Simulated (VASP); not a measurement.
Input of a VASP 6.6.1 run:

The input INCAR:

```
SYSTEM = KBr
  PREC = Accurate
  ENCUT = 520
  EDIFF = 1E-6
  ISMEAR = 0
  SIGMA = 0.05
  LREAL = .FALSE.
  LASPH = .TRUE.
  NELM = 100
  ALGO = Normal
  ISIF = 2
  LWAVE = .FALSE.
  LCHARG = .FALSE.
  GGA = PE
  NBANDS = 15
```

Contents of KPOINTS:

```
regular mesh
0
G
  6 6 6
  0 0 0
```

File POSCAR:

```
KBr
1.0
    0.0000000000      3.2431125000      3.1937250000
    3.2431125000      0.0000000000      3.1937250000
    3.2431125000      3.2431125000      0.0000000000
K Br
1 1
Direct
    0.0000000000      0.0000000000      0.0000000000
    0.5000000000      0.5000000000      0.5000000000
```

Potentials or basis: VASP PAW PBE potentials, release 64 (K_sv, Br).

The run is started by

```console
$ cat potpaw_PBE.64/K_sv/POTCAR potpaw_PBE.64/Br/POTCAR > POTCAR
$ mpirun -np 1 vasp_std > vasp.out
```

Question: Predict the pressure.

Answer: 2.1 GPa.

Question: What does it give for the band gap on the k mesh?

Answer: 4.61 eV, direct.

Stress tensor (GPa, compression positive):
```
1.87 0.00 0.00
0.00 1.87 0.00
0.00 0.00 2.60
```

Caveat: the cell differs from its parent crystal (strain -0.015 along x and y, -0.030 along z).
